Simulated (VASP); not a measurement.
# Ti3Ag (P4/mmm) in VASP: a series of runs, part 2 of 3

VASP 6.6.1.

**4. Electric field gradients, LDA (volume scaled by 1.04)**

The input, INCAR:

```
SYSTEM = Ti3Ag
PREC = Accurate ; ENCUT = 520
EDIFF = 1E-8 ; ISMEAR = -1
SIGMA = 0.08 ; LREAL = .False.
LASPH = .True. ; NELM = 80
ALGO = Normal ; ISIF = 2
LWAVE = .False. ; LCHARG = .False.
LEFG = .True. ; NBANDS = 32
```

The input, KPOINTS:

```
regular mesh
0
Gamma
  9 9 9
  0 0 0
```

The input, POSCAR:

```
Ti3Ag
1.0
    4.2420984238      0.0000000000      0.0000000000
    0.0000000000      4.2420984238      0.0000000000
    0.0000000000      0.0000000000      4.0019796451
Ti Ag
3 1
Direct
    0.0000000000      0.5000000000      0.5000000000
    0.5000000000      0.0000000000      0.5000000000
    0.5000000000      0.5000000000      0.0000000000
    0.0000000000      0.0000000000      0.0000000000
```

Potentials or basis: VASP PAW LDA potentials, release 64 (Ti_sv, Ag).

Launch:

```bash
cat potpaw_LDA.64/Ti_sv/POTCAR potpaw_LDA.64/Ag/POTCAR > POTCAR
mpirun -np 1 vasp_std > vasp.out
```

OUTCAR:

```text
SYSTEM = Ti3Ag
   PREC = Accurate
   ENCUT = 520
   EDIFF = 1E-8
   ISMEAR = -1
   LREAL = .False.
   LASPH = .True.
   NELM = 80
   ISIF = 2

 ion  position               nearest neighbor table
   1  0.000  0.500  0.500-   3 2.92   4 2.92   3 2.92   4 2.92   4 2.92   4 2.92   3 2.92   3 2.92

   2  0.500  0.000  0.500-   3 2.92   4 2.92   3 2.92   4 2.92   3 2.92   3 2.92   4 2.92   4 2.92

   3  0.500  0.500  0.000-   1 2.92   2 2.92   1 2.92   2 2.92   2 2.92   2 2.92   1 2.92   1 2.92
                             4 3.00   4 3.00   4 3.00   4 3.00
   4  0.000  0.000  0.000-   1 2.92   2 2.92   1 2.92   2 2.92   1 2.92   1 2.92   2 2.92   2 2.92
                             3 3.00   3 3.00   3 3.00   3 3.00

  LATTYP: Found a simple tetragonal cell.
 ALAT       =     4.2420984238
 C/A-ratio  =     0.9433962264

  Lattice vectors:

 A1 = (   4.2420984238,   0.0000000000,   0.0000000000)
 A2 = (   0.0000000000,   4.2420984238,   0.0000000000)
 A3 = (   0.0000000000,   0.0000000000,   4.0019796451)

Analysis of symmetry for initial positions (statically):
[... 1047 lines left out ...]
      0.00000      2.12105      2.00099         0.000000      0.000000      0.000000
      2.12105      0.00000      2.00099         0.000000      0.000000      0.000000
      2.12105      2.12105      0.00000         0.000000      0.000000      0.000000
      0.00000      0.00000      0.00000         0.000000      0.000000      0.000000
 -----------------------------------------------------------------------------------
    total drift:                                0.000000     -0.000000     -0.000000

  FREE ENERGIE OF THE ION-ELECTRON SYSTEM (eV)
  ---------------------------------------------------
  free  energy   TOTEN  =       -28.8978296270 eV

  energy  without entropy=      -28.7345829840  energy(sigma->0) =      -28.81620631

 Electric field gradients (V/A^2)
---------------------------------------------------------------------
 ion       V_xx      V_yy      V_zz      V_xy      V_xz      V_yz
---------------------------------------------------------------------
   1      -2.295     0.788     1.507     0.000    -0.000    -0.000
   2       0.788    -2.295     1.507     0.000    -0.000    -0.000
   3       5.567     5.567   -11.134     0.000    -0.000     0.000
   4      -1.069    -1.069     2.137     0.000    -0.000    -0.000
---------------------------------------------------------------------

 Electric field gradients after diagonalization (V/A^2)
 (convention: |V_zz| > |V_xx| > |V_yy|)
----------------------------------------------------------------------
 ion       V_xx      V_yy      V_zz     asymmetry (V_yy - V_xx)/ V_zz
----------------------------------------------------------------------
   1       1.507     0.788    -2.295       0.313
   2       1.507     0.788    -2.295       0.313
   3       5.567     5.567   -11.134       0.000
   4      -1.069    -1.069     2.137       0.000
----------------------------------------------------------------------

           NMR quadrupolar parameters

 Cq : quadrupolar parameter    Cq=e*Q*V_zz/h
 eta: asymmetry parameters     (V_yy - V_xx)/ V_zz
 Q  : nuclear electric quadrupole moment in mb (millibarn)
----------------------------------------------------------------------
 ion       Cq(MHz)       eta       Q (mb)
----------------------------------------------------------------------
   1      -0.006       0.313       1.000
   2      -0.006       0.313       1.000
   3      -0.027       0.000       1.000
   4       0.005       0.000       1.000
----------------------------------------------------------------------
```

OSZICAR:

```text
N       E                     dE             d eps       ncg     rms          rms(c)
DAV:   1     0.568090234445E+03    0.56809E+03   -0.23183E+04  4832   0.172E+03
DAV:   2     0.288133233224E+02   -0.53928E+03   -0.52257E+03  4896   0.519E+02
DAV:   3    -0.277684614027E+02   -0.56582E+02   -0.54721E+02  8080   0.145E+02
DAV:   4    -0.329753829326E+02   -0.52069E+01   -0.51162E+01  6992   0.414E+01
DAV:   5    -0.332446613691E+02   -0.26928E+00   -0.26911E+00  6792   0.794E+00    0.148E+01
DAV:   6    -0.289897891342E+02    0.42549E+01   -0.17262E+01  5824   0.330E+01    0.470E+00
DAV:   7    -0.294467773190E+02   -0.45699E+00   -0.33437E+00  6936   0.141E+01    0.797E+00
DAV:   8    -0.289083720109E+02    0.53841E+00   -0.26217E+00  6776   0.868E+00    0.254E+00
DAV:   9    -0.289030788692E+02    0.52931E-02   -0.24708E-01  6320   0.443E+00    0.114E+00
DAV:  10    -0.288981726625E+02    0.49062E-02   -0.54323E-02  6152   0.194E+00    0.266E-01
DAV:  11    -0.288976029040E+02    0.56976E-03   -0.84134E-03  7512   0.740E-01    0.159E-01
DAV:  12    -0.288978419526E+02   -0.23905E-03   -0.13896E-03  6224   0.319E-01    0.440E-02
DAV:  13    -0.288978269784E+02    0.14974E-04   -0.10602E-04  7128   0.850E-02    0.284E-02
DAV:  14    -0.288978304058E+02   -0.34274E-05   -0.30847E-05  6320   0.429E-02    0.956E-03
DAV:  15    -0.288978297151E+02    0.69070E-06   -0.57223E-06  7072   0.163E-02    0.397E-03
DAV:  16    -0.288978296363E+02    0.78833E-07   -0.32745E-07  5904   0.565E-03    0.111E-03
DAV:  17    -0.288978296270E+02    0.92305E-08   -0.88412E-08  6616   0.186E-03
   1 F= -.28897830E+02 E0= -.28816206E+02  d E =-.163247E+00
```

stdout:

```text
POSCAR found type information on POSCAR TiAg
 POSCAR found :  2 types and       4 ions
 scaLAPACK will be used
 LDA part: xc-table for (Slater(with rela. corr.)+CA(PZ))
 , standard interpolation
 POSCAR, INCAR and KPOINTS ok, starting setup
 FFT: planning ... GRIDC
 FFT: planning ... GRID_SOFT
 FFT: planning ... GRID
 WAVECAR not read
 entering main loop
ion   1

ion   2

ion   3

ion   4
```

Run time: 1.9 min. Hardware: 1 thread of Intel Xeon Platinum 8488C (Sapphire Rapids), shared host; peak memory 0.26 GiB.

Results:

- Free energy: -28.8978 eV
- Pressure: -13.1 GPa

Electric field gradients, principal values (V/Å²):
```csv
atom,least,middle,greatest (by size)
1 Ti,0.788,1.507,-2.295
2 Ti,0.788,1.507,-2.295
3 Ti,5.567,5.567,-11.134
4 Ag,-1.069,-1.069,2.137
```

Caveat: without QUAD_EFG the Cq values of the log hold for a quadrupole moment of 1 mb, not for the nuclei.

**5. Electric field gradients, LDA (volume scaled by 0.94)**

The input, INCAR:

```
  PREC = Accurate
  ENCUT = 520
  EDIFF = 1E-8
  ISMEAR = -1
  SIGMA = 0.08
  LREAL = F
  LASPH = T
  NELM = 80
  ALGO = Normal
  ISIF = 2
  LWAVE = F
  LCHARG = F
  LEFG = T
  NBANDS = 32
```

The input, KPOINTS:

```
Automatic mesh
0
Gamma
  9 9 9
```

The input, POSCAR:

```
Ti3Ag
1.0
    4.1015270372      0.0000000000      0.0000000000
    0.0000000000      4.1015270372      0.0000000000
    0.0000000000      0.0000000000      3.8693651294
Ti Ag
3 1
Direct
    0.0000000000      0.5000000000      0.5000000000
    0.5000000000      0.0000000000      0.5000000000
    0.5000000000      0.5000000000      0.0000000000
    0.0000000000      0.0000000000      0.0000000000
```

Potentials or basis: VASP PAW LDA potentials, release 64 (Ti_sv, Ag).

Launch:

```bash
cat potpaw_LDA.64/Ti_sv/POTCAR potpaw_LDA.64/Ag/POTCAR > POTCAR
mpirun -np 1 vasp_std > vasp.out
```

OUTCAR:

```text
PREC = Accurate
   ENCUT = 520
   EDIFF = 1E-8
   ISMEAR = -1
   LREAL = F
   LASPH = T
   NELM = 80
   ISIF = 2

 ion  position               nearest neighbor table
   1  0.000  0.500  0.500-   3 2.82   4 2.82   3 2.82   4 2.82   4 2.82   4 2.82   3 2.82   3 2.82
                             2 2.90   2 2.90   2 2.90   2 2.90
   2  0.500  0.000  0.500-   3 2.82   4 2.82   3 2.82   4 2.82   3 2.82   3 2.82   4 2.82   4 2.82
                             1 2.90   1 2.90   1 2.90   1 2.90
   3  0.500  0.500  0.000-   1 2.82   2 2.82   1 2.82   2 2.82   2 2.82   2 2.82   1 2.82   1 2.82
                             4 2.90   4 2.90   4 2.90   4 2.90
   4  0.000  0.000  0.000-   1 2.82   2 2.82   1 2.82   2 2.82   1 2.82   1 2.82   2 2.82   2 2.82
                             3 2.90   3 2.90   3 2.90   3 2.90

  LATTYP: Found a simple tetragonal cell.
 ALAT       =     4.1015270372
 C/A-ratio  =     0.9433962264

  Lattice vectors:

 A1 = (   4.1015270372,   0.0000000000,   0.0000000000)
 A2 = (   0.0000000000,   4.1015270372,   0.0000000000)
 A3 = (   0.0000000000,   0.0000000000,   3.8693651294)

Analysis of symmetry for initial positions (statically):
=====================================================================
 Subroutine PRICEL returns:
 Original cell was already a primitive cell.

 Routine SETGRP: Setting up the symmetry group for a
 simple tetragonal supercell.

 Subroutine GETGRP returns: Found 16 space group operations
 (whereof 16 operations were pure point group operations)
 out of a pool of 16 trial point group operations.

The static configuration has the point symmetry D_4h.

Analysis of symmetry for dynamics (positions and initial velocities):
=====================================================================
 Subroutine PRICEL returns:
 Original cell was already a primitive cell.

 Routine SETGRP: Setting up the symmetry group for a
 simple tetragonal supercell.

 Subroutine GETGRP returns: Found 16 space group operations
 (whereof 16 operations were pure point group operations)
 out of a pool of 16 trial point group operations.

The dynamic configuration has the point symmetry D_4h.

 Subroutine INISYM returns: Found 16 space group operations
 (whereof 16 operations are pure point group operations),
 and found     1 'primitive' translations

----------------------------------------------------------------------------------------

                                     Primitive cell

  volume of cell :      65.0925

  direct lattice vectors                    reciprocal lattice vectors
     4.101527037  0.000000000  0.000000000     0.243811632  0.000000000  0.000000000
     0.000000000  4.101527037  0.000000000     0.000000000  0.243811632  0.000000000
     0.000000000  0.000000000  3.869365129     0.000000000  0.000000000  0.258440330

  length of vectors
     4.101527037  4.101527037  3.869365129     0.243811632  0.243811632  0.258440330

  position of ions in fractional coordinates (direct lattice)
     0.000000000  0.500000000  0.500000000
     0.500000000  0.000000000  0.500000000
     0.500000000  0.500000000  0.000000000
     0.000000000  0.000000000  0.000000000

[... 94 lines left out ...]
   EFERMI_NEDOS =   21; number of points for ismear=-14 and -15
   IALGO  =     38    algorithm
   IMIX   =      4    mixing-type and parameters
     AMIX     =   0.40;   BMIX     =  1.00
     AMIX_MAG =   1.60;   BMIX_MAG =  1.00
  volume/ion in A,a.u.               =      16.27       109.82
  Fermi-wavevector in a.u.,A,eV,Ry     =   1.468691  2.775424 29.348499  2.157054
  Thomas-Fermi vector in A             =   2.584158
   LORBIT       =      0    0 simple, 1 ext, 2 COOP (PROOUT), +10 PAW based schemes
   GGA     = CA    functional components
   LHFCALC =     F    Hartree Fock is set to
   AEXX    =    0.0000 exact exchange contribution
   IVDW    =     0    specifies the selected vdW correction
   LEPSILON=     F    determine dielectric tensor
   LRPA    =     F    only Hartree local field effects (RPA)
 non-spin polarized calculation
  energy-cutoff  :      520.00
  volume of cell :       65.09
 maximum number of plane-waves:      1778
 NGX is ok and might be reduce to    32
   NGX = 15   NGY = 15   NGZ = 15

 number of electron      47.0000013 magnetization

 Free energy of the ion-electron system (eV)
  ---------------------------------------------------
  ext. energy  EPLUGINS =         0.00000000
  ---------------------------------------------------
  free energy    TOTEN  =       -29.26698758 eV

  energy without entropy =      -29.11969267  energy(sigma->0) =      -29.19334012

 E-fermi :   8.7969     XC(G=0): -12.2972

 val. band max:        8.7960308242   @ k =   0.3333   0.3333   0.3333
 cond. band min:       8.8019404521   @ k =   0.1111   0.1111   0.0000
 fundamental gap:      0.0059096279
 Fermi energy:         8.7969188869

 k-point     1 :       0.0000    0.0000    0.0000
  band No.  band energies     occupation
      1     -47.1654      2.00000
      2     -47.0377      2.00000
      3     -46.9348      2.00000
      4     -24.0053      2.00000
      5     -24.0053      2.00000
      6     -23.9776      2.00000
[... 829 lines left out ...]
     31      11.1904      0.00000
     32      11.3622      0.00000

 [... further k-points ...]

------------------------ aborting loop because EDIFF is reached ----------------------------------------

  FORCE on cell =-STRESS in cart. coord.  units (eV):
  Direction    XX          YY          ZZ          XY          YZ          ZX
  --------------------------------------------------------------------------------------
  -------------------------------------------------------------------------------------
  Total       -1.5953924     -1.5953924     -0.7013789      0.0000000      0.0000000      0.0000000
  in kB      -39.2687640    -39.2687640    -17.2636413      0.0000000      0.0000000      0.0000000
  external PRESSURE =     -31.9337231 kB  Pullay stress =       0.0000000 kB

 VOLUME and BASIS-vectors are now :
 -----------------------------------------------------------------------------
  energy-cutoff  :      520.00
  volume of cell :       65.09
      direct lattice vectors                 reciprocal lattice vectors
     4.101527037  0.000000000  0.000000000     0.243811632  0.000000000  0.000000000
     0.000000000  4.101527037  0.000000000     0.000000000  0.243811632  0.000000000
     0.000000000  0.000000000  3.869365129     0.000000000  0.000000000  0.258440330

 POSITION                                       TOTAL-FORCE (eV/Angst)
 -----------------------------------------------------------------------------------
      0.00000      2.05076      1.93468         0.000000      0.000000      0.000000
      2.05076      0.00000      1.93468         0.000000      0.000000      0.000000
      2.05076      2.05076      0.00000         0.000000      0.000000      0.000000
      0.00000      0.00000      0.00000         0.000000      0.000000      0.000000
 -----------------------------------------------------------------------------------
    total drift:                                0.000000     -0.000000     -0.000000

  FREE ENERGIE OF THE ION-ELECTRON SYSTEM (eV)
  ---------------------------------------------------
  free  energy   TOTEN  =       -29.2669875767 eV

  energy  without entropy=      -29.1196926733  energy(sigma->0) =      -29.19334012

 Electric field gradients (V/A^2)
---------------------------------------------------------------------
 ion       V_xx      V_yy      V_zz      V_xy      V_xz      V_yz
---------------------------------------------------------------------
   1       6.391    -4.016    -2.375     0.000     0.000    -0.000
   2      -4.016     6.391    -2.375    -0.000    -0.000    -0.000
   3       1.681     1.681    -3.363     0.000    -0.000    -0.000
   4      -1.409    -1.409     2.819    -0.000     0.000     0.000
---------------------------------------------------------------------

 Electric field gradients after diagonalization (V/A^2)
 (convention: |V_zz| > |V_xx| > |V_yy|)
----------------------------------------------------------------------
 ion       V_xx      V_yy      V_zz     asymmetry (V_yy - V_xx)/ V_zz
----------------------------------------------------------------------
   1      -4.016    -2.375     6.391       0.257
   2      -4.016    -2.375     6.391       0.257
   3       1.681     1.681    -3.363       0.000
   4      -1.409    -1.409     2.819       0.000
----------------------------------------------------------------------

           NMR quadrupolar parameters

 Cq : quadrupolar parameter    Cq=e*Q*V_zz/h
 eta: asymmetry parameters     (V_yy - V_xx)/ V_zz
 Q  : nuclear electric quadrupole moment in mb (millibarn)
----------------------------------------------------------------------
 ion       Cq(MHz)       eta       Q (mb)
----------------------------------------------------------------------
   1       0.015       0.257       1.000
   2       0.015       0.257       1.000
   3      -0.008       0.000       1.000
   4       0.007       0.000       1.000
----------------------------------------------------------------------
```

OSZICAR:

```text
N       E                     dE             d eps       ncg     rms          rms(c)
DAV:   1     0.573712142945E+03    0.57371E+03   -0.23200E+04  4888   0.176E+03
DAV:   2     0.299689687474E+02   -0.54374E+03   -0.52630E+03  4936   0.524E+02
DAV:   3    -0.279421778075E+02   -0.57911E+02   -0.55836E+02  7824   0.149E+02
DAV:   4    -0.330201863984E+02   -0.50780E+01   -0.49863E+01  6936   0.417E+01
DAV:   5    -0.332815371432E+02   -0.26135E+00   -0.26121E+00  6512   0.789E+00    0.163E+01
DAV:   6    -0.293976585215E+02    0.38839E+01   -0.14987E+01  5688   0.325E+01    0.588E+00
DAV:   7    -0.297334375907E+02   -0.33578E+00   -0.34486E+00  6768   0.164E+01    0.706E+00
DAV:   8    -0.292929194541E+02    0.44052E+00   -0.26350E+00  6888   0.106E+01    0.276E+00
DAV:   9    -0.292639866404E+02    0.28933E-01   -0.24764E-01  6360   0.443E+00    0.180E+00
DAV:  10    -0.292677416240E+02   -0.37550E-02   -0.74407E-02  5912   0.241E+00    0.339E-01
DAV:  11    -0.292666197880E+02    0.11218E-02   -0.10876E-02  6680   0.122E+00    0.133E-01
DAV:  12    -0.292669687037E+02   -0.34892E-03   -0.92025E-04  6032   0.243E-01    0.504E-02
DAV:  13    -0.292669883739E+02   -0.19670E-04   -0.23638E-04  7296   0.770E-02    0.221E-02
DAV:  14    -0.292669883611E+02    0.12833E-07   -0.10724E-05  6656   0.283E-02    0.146E-02
DAV:  15    -0.292669875773E+02    0.78373E-06   -0.45781E-06  5696   0.215E-02    0.163E-03
DAV:  16    -0.292669875799E+02   -0.25548E-08   -0.34897E-07  7040   0.440E-03    0.913E-04
DAV:  17    -0.292669875767E+02    0.32451E-08   -0.39793E-08  5968   0.198E-03
   1 F= -.29266988E+02 E0= -.29193340E+02  d E =-.147295E+00
```

stdout:

```text
POSCAR found type information on POSCAR TiAg
 POSCAR found :  2 types and       4 ions
 scaLAPACK will be used
 LDA part: xc-table for (Slater(with rela. corr.)+CA(PZ))
 , standard interpolation
 POSCAR, INCAR and KPOINTS ok, starting setup
 FFT: planning ... GRIDC
 FFT: planning ... GRID_SOFT
 FFT: planning ... GRID
 WAVECAR not read
 entering main loop
ion   1

ion   2

ion   3

ion   4
```

It took 1.9 min on 1 thread of Intel Xeon 6975P-C, shared host; peak memory 0.25 GiB.

What came out:

- Free energy: -29.2670 eV
- Pressure: -3.2 GPa

Electric field gradients, principal values (V/Å²):
```
atom   least  middle  greatest (by size)
1 Ti  -2.375  -4.016               6.391
2 Ti  -2.375  -4.016               6.391
3 Ti   1.681   1.681              -3.363
4 Ag  -1.409  -1.409               2.819
```

Caveat: without QUAD_EFG the Cq values of the log hold for a quadrupole moment of 1 mb, not for the nuclei.

(Part 2 of 3 ends here.)
